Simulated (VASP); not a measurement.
A run of VASP 6.6.1 is set up as follows.

INCAR

```
PREC = Accurate
ENCUT = 520
EDIFF = 1E-6
ISMEAR = 0
SIGMA = 0.1
LREAL = F
LASPH = T
NELM = 100
ALGO = Normal
ISIF = 2
LWAVE = F
LCHARG = T
GGA = PE
LELF = T
LVHAR = T
NBANDS = 29
```

Contents of KPOINTS:

```
Automatic mesh
0
Gamma
  4 4 4
```

POSCAR

```
SrAgI3
1.0
    5.5225692347      0.0000000000      0.0000000000
    0.0000000000      5.5225692347      0.0000000000
    0.0000000000      0.0000000000      6.7021086979
Sr Ag I
1 1 3
Direct
    0.0000000000      0.0000000000      0.5000000000
    0.0000000000      0.0000000000      0.0000000000
    0.5000000000      0.5000000000      0.5000000000
    0.5000000000      0.0000000000      0.0000000000
    0.0000000000      0.5000000000      0.0000000000
```

Potentials or basis: VASP PAW PBE potentials, release 64 (Sr_sv, Ag, I).

The run is started by

```console
$ cat potpaw_PBE.64/Sr_sv/POTCAR potpaw_PBE.64/Ag/POTCAR potpaw_PBE.64/I/POTCAR > POTCAR
$ mpirun -np 1 vasp_std > vasp.out
```

Question: Predict the band gap on the k mesh.

Answer: Zero (band 21 reaches 3.80 eV, above the bottom of band 22 at 2.36 eV).

Question: Predict the pressure.

Answer: 0.0 GPa.

Caveat: spin-orbit coupling is left out, which moves the levels of the heavy elements.
